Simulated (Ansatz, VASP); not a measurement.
## SnO2 in VASP and in Ansatz

```xyz
6
Lattice="1.6186 -2.8035 0.0000 1.6186 0.9345 4.2918 -4.8559 -2.8035 0.0000" Properties=species:S:1:pos:R:3 pbc="T T T"
Sn    1.6295   -0.9596    2.0580
Sn   -1.6295   -0.9094    2.2339
O    -1.6638   -2.8147    3.1692
O     1.6638   -2.7923    3.1038
O    -0.0452   -1.8802    1.1881
O    -1.5734   -4.6614    1.1226
```

Change from the starting cell: mode 4 frozen in at -0.088 Å and mode 5 at -0.027 Å (largest displacements).

Alike in both runs: task single point; functional PBE; dispersion D3(BJ); k mesh 8 × 6 × 6; occupations gaussian, width 0.05 eV; no spin polarisation.

|  | VASP | Ansatz |
| --- | --- | --- |
| version | VASP 6.6.1 | Ansatz 0.2.0 |
| potentials or method | VASP PAW PBE potentials, release 64 (Sn_d, O), cutoff 520 eV | scalar-relativistic, plane waves, PAW |
| valence electrons in the cell | 52 | 52 |

```tsv
	VASP	Ansatz	Ansatz less VASP
gap on the k mesh at the Fermi level (eV)	1.49	1.51	+0.023
least direct gap on the mesh (eV)	1.49	1.51	+0.023
pressure (GPa)	0.4	-0.3	-0.67
traceless stress, the component that is largest in VASP (GPa)	-0.59	-0.14	+0.451
rms of the force components (eV/Å)	0.123	0.121	-0.0020
```

Atom by atom the forces differ by 0.027 eV/Å (rms over components).
